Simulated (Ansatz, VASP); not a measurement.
# One calculation of PbO, two programs

```
CELL_PARAMETERS angstrom
3.91029 0.00000 0.00000
0.00000 3.91029 0.00000
0.00000 0.00000 5.18804
ATOMIC_POSITIONS crystal
Pb 0.00000 0.50000 0.23510
Pb 0.50000 0.00000 0.76490
O 0.00000 0.00000 0.00000
O 0.50000 0.50000 0.00000
```

Alike in both runs: task single point; functional PBE; dispersion D3(BJ); k mesh 8 × 8 × 6; occupations gaussian, width 0.05 eV; no spin polarisation.

|  | VASP | Ansatz |
| --- | --- | --- |
| version | VASP 6.6.1 | Ansatz 0.2.0 |
| potentials or method | VASP PAW PBE potentials, release 64 (Pb_d, O), cutoff 520 eV | scalar-relativistic, plane waves, PAW |
| valence electrons in the cell | 40 | 40 |

Ansatz gave:

| Quantity | Value |
| --- | --- |
| gap on the k mesh at the Fermi level (eV) | 1.11 |
| least direct gap on the mesh (eV) | 2.19 |
| pressure (GPa) | 3.4 |
| traceless stress, the component that is largest in VASP (GPa) | -2.17 |
| rms of the force components (eV/Å) | 0.106 |

Question: What did VASP give for the same quantities?

Answer: gap on the k mesh at the Fermi level (eV): 1.12; least direct gap on the mesh (eV): 2.19; pressure (GPa): 3.5; traceless stress, the component that is largest in VASP (GPa): -2.18; rms of the force components (eV/Å): 0.124.

Atom by atom the forces differ by 0.018 eV/Å (rms over components).

Spin-orbit coupling is off throughout.
